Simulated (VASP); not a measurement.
# ZrTa3 (Pm-3m) in VASP: further runs

Runs on ZrTa3. Level: PBE. Tasks: single point, relaxation of cell and atoms.

Program: VASP 6.6.1. These are calculated values, not measurements. Logs are shortened: lines on timing, memory, paths and dates and some standing lists are left out, and cuts for length are marked.

### Step 1. The cell of the first run

It takes space group Pm-3m (No. 221, cubic). Conventional cell: a = 4.016 Å, b = 4.016 Å, c = 4.016 Å, α = 90.00°, β = 90.00°, γ = 90.00°. Zr (site symmetry m-3m) has 12 Ta at 2.84 Å within 3.7 Å. Ta (site symmetry 4/mmm) has 4 Zr at 2.84 Å and 8 Ta at 2.84 Å within 3.7 Å.

### Step 2. Single point, PBE

INCAR reads:

```
ALGO = Fast ; EDIFF = 1E-7
ENCUT = 520 ; GGA = PE
ISIF = 2 ; ISMEAR = 0
LASPH = T ; LCHARG = F
LREAL = F ; LWAVE = F
NBANDS = 30 ; NELM = 60
PREC = Accurate ; SIGMA = 0.1
```

KPOINTS reads:

```
k-points
0
Gamma
  4 4 4
```

POSCAR reads:

```
ZrTa3
1.0
    4.0161523607      0.0000000000      0.0000000000
    0.0000000000      4.0161523607      0.0000000000
    0.0000000000      0.0000000000      4.0161523607
Zr Ta
1 3
Direct
    0.0000000000      0.0000000000      0.0000000000
    0.0000000000      0.5000000000      0.5000000000
    0.5000000000      0.0000000000      0.5000000000
    0.5000000000      0.5000000000      0.0000000000
```

Potentials or basis: VASP PAW PBE potentials, release 64 (Zr_sv, Ta_pv).

Started as:

```console
cat potpaw_PBE.64/Zr_sv/POTCAR potpaw_PBE.64/Ta_pv/POTCAR > POTCAR
mpirun -np 1 vasp_std > vasp.out
```

OUTCAR:

```text
EDIFF = 1E-7
   ENCUT = 520
   GGA = PE
   ISIF = 2
   ISMEAR = 0
   LASPH = T
   LREAL = F
   NELM = 60
   PREC = Accurate

 ion  position               nearest neighbor table
   1  0.000  0.000  0.000-   2 2.84   3 2.84   4 2.84   2 2.84   3 2.84   2 2.84   4 2.84   2 2.84
                             3 2.84   4 2.84   3 2.84   4 2.84
   2  0.000  0.500  0.500-   1 2.84   3 2.84   4 2.84   1 2.84   4 2.84   1 2.84   3 2.84   1 2.84
                             3 2.84   4 2.84   4 2.84   3 2.84
   3  0.500  0.000  0.500-   1 2.84   2 2.84   4 2.84   1 2.84   4 2.84   2 2.84   4 2.84   4 2.84
                             1 2.84   2 2.84   1 2.84   2 2.84
   4  0.500  0.500  0.000-   1 2.84   2 2.84   3 2.84   2 2.84   3 2.84   1 2.84   3 2.84   3 2.84
                             1 2.84   2 2.84   2 2.84   1 2.84

  LATTYP: Found a simple cubic cell.
 ALAT       =     4.0161523607

  Lattice vectors:

 A1 = (   4.0161523607,   0.0000000000,   0.0000000000)
 A2 = (   0.0000000000,   4.0161523607,   0.0000000000)
 A3 = (   0.0000000000,   0.0000000000,   4.0161523607)

Analysis of symmetry for initial positions (statically):
=====================================================================
 Subroutine PRICEL returns:
 Original cell was already a primitive cell.

 Routine SETGRP: Setting up the symmetry group for a
 simple cubic supercell.

 Subroutine GETGRP returns: Found 48 space group operations
 (whereof 48 operations were pure point group operations)
 out of a pool of 48 trial point group operations.

The static configuration has the point symmetry O_h .

Analysis of symmetry for dynamics (positions and initial velocities):
=====================================================================
 Subroutine PRICEL returns:
 Original cell was already a primitive cell.

 Routine SETGRP: Setting up the symmetry group for a
 simple cubic supercell.

 Subroutine GETGRP returns: Found 48 space group operations
 (whereof 48 operations were pure point group operations)
 out of a pool of 48 trial point group operations.

The dynamic configuration has the point symmetry O_h .

 Subroutine INISYM returns: Found 48 space group operations
 (whereof 48 operations are pure point group operations),
 and found     1 'primitive' translations

----------------------------------------------------------------------------------------

                                     Primitive cell

  volume of cell :      64.7784

  direct lattice vectors                    reciprocal lattice vectors
     4.016152361  0.000000000  0.000000000     0.248994538  0.000000000  0.000000000
     0.000000000  4.016152361  0.000000000     0.000000000  0.248994538  0.000000000
     0.000000000  0.000000000  4.016152361     0.000000000  0.000000000  0.248994538

  length of vectors
     4.016152361  4.016152361  4.016152361     0.248994538  0.248994538  0.248994538

  position of ions in fractional coordinates (direct lattice)
     0.000000000  0.000000000  0.000000000
     0.000000000  0.500000000  0.500000000
     0.500000000  0.000000000  0.500000000
     0.500000000  0.500000000  0.000000000

  ion indices of the primitive-cell ions
   primitive index   ion index
                 1           1
                 2           2
                 3           3
                 4           4

----------------------------------------------------------------------------------------

 KPOINTS: k-points

Automatic generation of k-mesh.
 Grid dimensions read from file:
 generate k-points for:    4    4    4

 Generating k-lattice:

  Cartesian coordinates                     Fractional coordinates (reciprocal lattice)
     0.062248634  0.000000000  0.000000000     0.250000000  0.000000000  0.000000000
     0.000000000  0.062248634  0.000000000     0.000000000  0.250000000  0.000000000
     0.000000000  0.000000000  0.062248634     0.000000000  0.000000000  0.250000000

  Length of vectors
     0.062248634  0.062248634  0.062248634

  Shift w.r.t. Gamma in fractional coordinates (k-lattice)
     0.000000000  0.000000000  0.000000000

 Subroutine IBZKPT returns following result:
 ===========================================

 Found     10 irreducible k-points:

 Following reciprocal coordinates:
            Coordinates               Weight
  0.000000  0.000000  0.000000      1.000000
  0.250000  0.000000  0.000000      6.000000
  0.500000  0.000000  0.000000      3.000000
  0.250000  0.250000  0.000000     12.000000
  0.500000  0.250000  0.000000     12.000000
  0.500000  0.500000  0.000000      3.000000
  0.250000  0.250000  0.250000      8.000000
  0.500000  0.250000  0.250000     12.000000
  0.500000  0.500000  0.250000      6.000000
  0.500000  0.500000  0.500000      1.000000
   k-points           NKPTS =     10   k-points in BZ     NKDIM =     10   number of bands    NBANDS=     30
   number of dos      NEDOS =    301   number of ions     NIONS =      4
   total plane-waves  NPLWV =  27000
   dimension x,y,z NGX =    30 NGY =   30 NGZ =   30
   dimension x,y,z NGXF=    60 NGYF=   60 NGZF=   60
   ions per type =               1   3
   NGX,Y,Z   is equivalent  to a cutoff of  12.42, 12.42, 12.42 a.u.
   NGXF,Y,Z  is equivalent  to a cutoff of  24.84, 24.84, 24.84 a.u.
 SYSTEM =  unknown system
   PREC   = accura    normal or accurate (medium, high low for compatibility)
   ISTART =      0    job   : 0-new  1-cont  2-samecut
   ICHARG =      2    charge: 1-file 2-atom 10-const
   ISPIN  =      1    spin polarized calculation?
   LNONCOLLINEAR =      F non collinear calculations
   LSORBIT =      F    spin-orbit coupling
   LASPH  =      T    aspherical Exc in radial PAW
   ENCUT  =  520.0 eV  38.22 Ry    6.18 a.u.   7.47  7.47  7.47*2*pi/ulx,y,z
   NELM   =     60;   NELMIN=  2; NELMDL= -5     # of ELM steps
   EDIFF  = 0.1E-06   stopping-criterion for ELM
   LREAL  =      F    real-space projection
   EDIFFG = 0.1E-05   stopping-criterion for IOM
   NSW    =      0    number of steps for IOM
   IBRION =     -1    ionic relax: 0-MD 1-quasi-New 2-CG
   NFREE  =      0    steps in history (QN), initial steepest desc. (CG)
   ISIF   =      2    stress and relaxation
   ISYM   =      2    0-nonsym 1-usesym 2-fastsym
   POTIM  = 0.5000    time-step for ionic-motion
   TEBEG  =    0.0;   TEEND  =   0.0 temperature during run
   PSTRESS=    0.0 pullay stress
   NELECT =      45.0000    total number of electrons
   NUPDOWN=      -1.0000    fix difference up-down
   EMIN   =  10.00;   EMAX   =-10.00  energy-range for DOS
   EFERMI =   0.00;   METHOD = LEGACY
   ISMEAR =     0;   SIGMA  =   0.10  broadening in eV -4-tet -1-fermi 0-gaus
   EFERMI_NEDOS =   21; number of points for ismear=-14 and -15
   IALGO  =     68    algorithm
   IMIX   =      4    mixing-type and parameters
     AMIX     =   0.40;   BMIX     =  1.00
     AMIX_MAG =   1.60;   BMIX_MAG =  1.00
  volume/ion in A,a.u.               =      16.19       109.29
  Fermi-wavevector in a.u.,A,eV,Ry     =   1.449891  2.739898 28.601966  2.102185
  Thomas-Fermi vector in A             =   2.567566
   LORBIT       =      0    0 simple, 1 ext, 2 COOP (PROOUT), +10 PAW based schemes
   GGA     = PE    functional components
   LHFCALC =     F    Hartree Fock is set to
   AEXX    =    0.0000 exact exchange contribution
   IVDW    =     0    specifies the selected vdW correction
   LEPSILON=     F    determine dielectric tensor
   LRPA    =     F    only Hartree local field effects (RPA)
 non-spin polarized calculation
 RMM-DIIS sequential band-by-band and
 Gauss-broadening in eV      SIGMA  =   0.10
  energy-cutoff  :      520.00
  volume of cell :       64.78
 maximum number of plane-waves:      1763
 NGX is ok and might be reduce to    30
   NGX = 15   NGY = 15   NGZ = 15

 number of electron      44.9999992 magnetization

 Free energy of the ion-electron system (eV)
  ---------------------------------------------------
  ext. energy  EPLUGINS =         0.00000000
  ---------------------------------------------------
  free energy    TOTEN  =       -41.08138732 eV

  energy without entropy =      -41.04017620  energy(sigma->0) =      -41.06078176

 E-fermi :   8.5893     XC(G=0): -13.0875

 val. band max:        8.5863765600   @ k =   0.2500   0.2500   0.0000
 cond. band min:       8.6481245873   @ k =   0.5000   0.2500   0.2500
 fundamental gap:      0.0617480272
 Fermi energy:         8.5892666953

 k-point     1 :       0.0000    0.0000    0.0000
  band No.  band energies     occupation
      1     -39.2683      2.00000
      2     -25.8647      2.00000
      3     -25.8647      2.00000
      4     -25.8647      2.00000
      5     -25.1491      2.00000
      6     -25.1491      2.00000
[... 22 lines left out ...]
     29      15.3720      0.00000
     30      15.7775      0.00000

 k-point     2 :       0.2500    0.0000    0.0000
  band No.  band energies     occupation
      1     -39.2697      2.00000
      2     -25.7702      2.00000
      3     -25.7702      2.00000
      4     -25.7099      2.00000
      5     -25.1907      2.00000
      6     -25.1907      2.00000
[... 22 lines left out ...]
     29      13.1579      0.00000
     30      13.6587      0.00000

 k-point     3 :       0.5000    0.0000    0.0000
  band No.  band energies     occupation
      1     -39.2712      2.00000
      2     -25.6335      2.00000
      3     -25.6335      2.00000
      4     -25.3718      2.00000
      5     -25.2819      2.00000
      6     -25.2819      2.00000
[... 22 lines left out ...]
     29      11.6148      0.00000
     30      11.6346      0.00000

 k-point     4 :       0.2500    0.2500    0.0000
  band No.  band energies     occupation
      1     -39.2699      2.00000
      2     -25.8014      2.00000
      3     -25.6732      2.00000
      4     -25.5325      2.00000
      5     -25.3917      2.00000
      6     -25.2064      2.00000
[... 154 lines left out ...]
     29      10.5995      0.00000
     30      13.7046      0.00000

 k-point     9 :       0.5000    0.5000    0.2500
  band No.  band energies     occupation
      1     -39.2652      2.00000
      2     -26.0227      2.00000
      3     -25.7834      2.00000
      4     -25.6658      2.00000
      5     -25.6658      2.00000
      6     -24.9418      2.00000
[... 22 lines left out ...]
     29       9.6206      0.00000
     30      13.9181      0.00000

 k-point    10 :       0.5000    0.5000    0.5000
  band No.  band energies     occupation
      1     -39.2614      2.00000
      2     -26.1946      2.00000
      3     -25.8211      2.00000
      4     -25.8211      2.00000
      5     -25.8211      2.00000
      6     -24.7724      2.00000
[... 22 lines left out ...]
     29      10.4497      0.00000
     30      15.3803      0.00000

------------------------ aborting loop because EDIFF is reached ----------------------------------------

  FORCE on cell =-STRESS in cart. coord.  units (eV):
  Direction    XX          YY          ZZ          XY          YZ          ZX
  --------------------------------------------------------------------------------------
  -------------------------------------------------------------------------------------
  Total       17.0924608     17.0924608     17.0924608      0.0000000      0.0000000      0.0000000
  in kB      422.7509905    422.7509905    422.7509905      0.0000000      0.0000000      0.0000000
  external PRESSURE =     422.7509905 kB  Pullay stress =       0.0000000 kB

 VOLUME and BASIS-vectors are now :
 -----------------------------------------------------------------------------
  energy-cutoff  :      520.00
  volume of cell :       64.78
      direct lattice vectors                 reciprocal lattice vectors
     4.016152361  0.000000000  0.000000000     0.248994538  0.000000000  0.000000000
     0.000000000  4.016152361  0.000000000     0.000000000  0.248994538  0.000000000
     0.000000000  0.000000000  4.016152361     0.000000000  0.000000000  0.248994538

 POSITION                                       TOTAL-FORCE (eV/Angst)
 -----------------------------------------------------------------------------------
      0.00000      0.00000      0.00000         0.000000      0.000000      0.000000
      0.00000      2.00808      2.00808         0.000000      0.000000      0.000000
      2.00808      0.00000      2.00808         0.000000      0.000000      0.000000
      2.00808      2.00808      0.00000         0.000000      0.000000      0.000000
 -----------------------------------------------------------------------------------
    total drift:                                0.000000      0.000000     -0.000000

  FREE ENERGIE OF THE ION-ELECTRON SYSTEM (eV)
  ---------------------------------------------------
  free  energy   TOTEN  =       -41.0813873163 eV

  energy  without entropy=      -41.0401761991  energy(sigma->0) =      -41.06078176
```

Run time: 52 s. Hardware: 1 thread of Intel Xeon Platinum 8259CL at 2.50GHz (Skylake/Cascade Lake), shared host; peak memory 0.17 GiB.

What came out:

- Free energy: -41.0814 eV
- Pressure: 42.3 GPa
- Band gap on the k mesh: zero (an odd number of electrons rules out a gap without spin polarisation)

Levels at points of the mesh, in eV from the Fermi level:
```
           k point  band 20  band 21  band 22  band 23  band 24  band 25
(0.00, 0.00, 0.00)    -4.16     0.42     0.42     0.42     4.11     4.11
(0.50, 0.00, 0.00)    -1.21    -1.21    -1.15    -1.15     0.66     0.91
(0.50, 0.50, 0.00)    -1.29    -1.28    -1.28    -1.24    -1.02    -1.00
(0.50, 0.50, 0.50)    -0.10     0.14     0.14     0.14     0.38     0.38
```

Caveat: the k points lie up to 0.39 Å⁻¹ apart, too coarse for converged energies and pressures of a metal; spin-orbit coupling is left out, which moves the levels of the heavy elements.

### Step 3. Single point, PBE

This run uses another cell than the first one, of 19.84 Å³/atom.

INCAR reads:

```
SYSTEM = ZrTa3
PREC = Accurate
ENCUT = 520
EDIFF = 1E-6
ISMEAR = 0
SIGMA = 0.1
LREAL = .False.
LASPH = .True.
NELM = 100
ALGO = Normal
ISIF = 2
LWAVE = .False.
LCHARG = .True.
GGA = PE
LELF = .True.
LVHAR = .True.
NBANDS = 30
```

KPOINTS reads:

```
regular mesh
0
Gamma
  4 4 4
  0 0 0
```

POSCAR reads:

```
ZrTa3
1.0
    4.2972949863      0.0000000000      0.0000000000
    0.0000000000      4.2972949863      0.0000000000
    0.0000000000      0.0000000000      4.2972949863
Zr Ta
1 3
Direct
    0.0000000000      0.0000000000      0.0000000000
    0.0000000000      0.5000000000      0.5000000000
    0.5000000000      0.0000000000      0.5000000000
    0.5000000000      0.5000000000      0.0000000000
```

Potentials or basis: VASP PAW PBE potentials, release 64 (Zr_sv, Ta_pv).

Started as:

```console
cat potpaw_PBE.64/Zr_sv/POTCAR potpaw_PBE.64/Ta_pv/POTCAR > POTCAR
mpirun -np 1 vasp_std > vasp.out
```

Run time: 20 s. Hardware: 1 thread of Intel Xeon Platinum 8259CL at 2.50GHz (Skylake/Cascade Lake), shared host; peak memory 0.18 GiB.

Results (log left out):

```
Free energy            : -42.7786 eV
Pressure               : 0.1 GPa
Band gap on the k mesh : zero (an odd number of electrons rules out a gap without spin polarisation)
```

Levels at points of the mesh, in eV from the Fermi level:
| k point | band 19 | band 20 | band 21 | band 22 | band 23 | band 24 | band 25 | band 26 |
| --- | --- | --- | --- | --- | --- | --- | --- | --- |
| (0.00, 0.00, 0.00) | -3.06 | -3.06 | 0.54 | 0.54 | 0.54 | 2.87 | 2.87 | 2.87 |
| (0.50, 0.00, 0.00) | -1.48 | -1.00 | -1.00 | -0.99 | -0.99 | 0.62 | 0.88 | 1.70 |
| (0.50, 0.50, 0.00) | -0.99 | -0.99 | -0.88 | -0.87 | -0.87 | -0.74 | -0.58 | 1.57 |
| (0.50, 0.50, 0.50) | 0.15 | 0.15 | 0.36 | 0.36 | 0.36 | 0.43 | 0.55 | 0.55 |

Caveat: the k points lie up to 0.37 Å⁻¹ apart, too coarse for converged energies and pressures of a metal; spin-orbit coupling is left out, which moves the levels of the heavy elements.

(Continued in part 2 of 2.)
